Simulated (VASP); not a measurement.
Input of a VASP 6.6.1 run:

POSCAR

```
Cu
1.0
    0.0000000000      2.0823902682      4.5066421481
    1.2799560223      0.0000000000      4.5066421481
    1.2799560223      2.0823902682      0.0000000000
Cu
2
Direct
    0.1325083302      0.1325083302      0.8674916698
    0.8674916698      0.8674916698      0.1325083302
```

File INCAR.step1:

```
SYSTEM = Cu
PREC = Accurate ; ENCUT = 520
ISMEAR = 0 ; SIGMA = 0.1
LREAL = .FALSE. ; LASPH = .TRUE.
NELM = 60 ; NBANDS = 18
GGA = PE ; ALGO = Normal
EDIFF = 1E-4 ; LWAVE = .TRUE.
LCHARG = .FALSE.
```

Contents of INCAR.step2:

```
SYSTEM = Cu
PREC = Accurate ; ENCUT = 520
EDIFF = 1E-6 ; ISMEAR = 0
SIGMA = 0.1 ; LREAL = .FALSE.
LASPH = .TRUE. ; NELM = 60
ALGO = Normal ; ISIF = 2
LWAVE = .FALSE. ; LCHARG = .FALSE.
METAGGA = R2SCAN ; LMIXTAU = .TRUE.
NBANDS = 18 ; ISTART = 1
```

File KPOINTS:

```
regular mesh
0
G
  8 8 8
  0 0 0
```

Potentials or basis: VASP PAW PBE potentials, release 64 (Cu).

Run with:

```console
$ cat potpaw_PBE.64/Cu/POTCAR > POTCAR
$ cp INCAR.step1 INCAR
$ mpirun -np 1 vasp_std > vasp.out
$ cp INCAR.step2 INCAR
$ mpirun -np 1 vasp_std > vasp.out
```

(1) Estimate the band gap on the k mesh.

(2) Predict the largest force.

(3) Predict the pressure.

Results:

(1) zero (bands 11 and 12 overlap by 6.31 eV).

(2) 0.007 eV/Å.

(3) 0.6 GPa.

Caveat: the k points lie up to 0.37 Å⁻¹ apart, too coarse for converged energies and pressures of a metal; the PAW data sets were made with another functional, which shifts forces and pressure a little.
